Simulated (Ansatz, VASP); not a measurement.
## Al2Ru in VASP and in Ansatz

```
CELL_PARAMETERS angstrom
0.00000 3.91631 4.30549
2.23893 0.00000 4.30549
2.23893 3.91631 0.00000
ATOMIC_POSITIONS crystal
Al 0.07890 0.42110 0.07890
Al 0.42110 0.07890 0.42110
Al 0.17110 0.82890 0.17110
Al 0.82890 0.17110 0.82890
Ru 0.75000 0.75000 0.75000
Ru 0.50000 0.50000 0.50000
```

Change from the starting cell: volume 12.584 Å^3 an atom, stretch along a over the lengths across it, relative to the relaxed cell 0.9703.

Alike in both runs: task single point; functional LDA; k mesh 10 × 10 × 10; occupations gaussian, width 0.03 eV; no spin polarisation.

```csv
,VASP,Ansatz
version,VASP 6.6.1,Ansatz 0.2.0
potentials or method,"VASP PAW LDA potentials, release 64 (Al, Ru_pv), cutoff 520 eV","scalar-relativistic, plane waves, PAW"
valence electrons in the cell,40,44
```

```tsv
	VASP	Ansatz	Ansatz less VASP
gap on the k mesh at the Fermi level (eV)	none	none	-
pressure (GPa)	14.4	13.8	-0.63
traceless stress, the component that is largest in VASP (GPa)	7.22	7.18	-0.042
rms of the force components (eV/Å)	0.103	0.101	-0.0028
```

Ansatz warns that its potentials were made for another functional, while VASP's fit it. LDA's correlation is that of Perdew and Zunger in VASP and of Perdew and Wang (1992) in Ansatz. Atom by atom the forces differ by 0.003 eV/Å (rms over components). A gap of «none» marks a metal or a gap that the smearing closes. VASP's potentials hold 40 valence electrons a cell and Ansatz's 44, so a difference there can come from the potentials and not from the codes.
